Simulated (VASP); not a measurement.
A run of VASP 6.6.1:

INCAR

```
  ALGO = Normal
  EDIFF = 1E-6
  ENCUT = 520
  GGA = PE
  ISIF = 2
  ISMEAR = -1
  LASPH = True
  LCHARG = False
  LREAL = False
  LWAVE = False
  NBANDS = 13
  NELM = 80
  PREC = Accurate
  SIGMA = 0.02
```

File KPOINTS:

```
k-points
0
Gamma
  10 10 10
```

The input POSCAR:

```
O
1.0
    1.4420794467      0.8325849567      3.4531511960
   -1.4420794467      0.8325849567      3.4531511960
    0.0000000000     -1.6651699134      3.4531511960
O
2
Direct
    0.0577000000      0.0577000000      0.0577000000
    0.9423000000      0.9423000000      0.9423000000
```

Potentials or basis: VASP PAW PBE potentials, release 64 (O).

The run is started by

```sh
$ cat potpaw_PBE.64/O/POTCAR > POTCAR
$ mpirun -np 1 vasp_std > vasp.out
```

Hardware: 1 thread of Intel Xeon 8259CL (shared host).

Task: Estimate the wall time of this run.

Result: It took 61 s on 1 thread of Intel Xeon 8259CL, on a shared host, peak memory 0.17 GiB. Counts: scf iterations 12, k points 116.
